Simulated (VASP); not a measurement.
Runs of VASP 6.6.1 on NaMg2Cl5. The cell holds an amorphous packing of atoms, 24 atoms: a = 8.493 Å, b = 8.385 Å, c = 8.438 Å, α = 89.37°, β = 86.00°, γ = 91.90°. 

```csv
smearing,gap on the mesh (eV),pressure (GPa),largest force (eV/Å)
fermi-dirac 0.0991 eV,(a),3.4,(c)
fermi-dirac 0.05 eV,3.69,(b),1.03
fermi-dirac 0.0552 eV,3.29,(d),1.89
fermi-dirac 0.1379 eV,2.26,3.5,2.10
```

Alike in all rows: task single point; level PBE; potentials or basis VASP PAW PBE potentials, release 64 (Na_pv, Cl, Mg); no spin polarisation; cell as given; k mesh 1 × 1 × 1; cutoff (eV) 520.

Question: Estimate the missing entries.

Answer: (a) 3.44; (b) 0.9; (c) 2.33; (d) 2.3.

Caveats: all runs use coarse meshes.

A k mesh can miss the band edges.
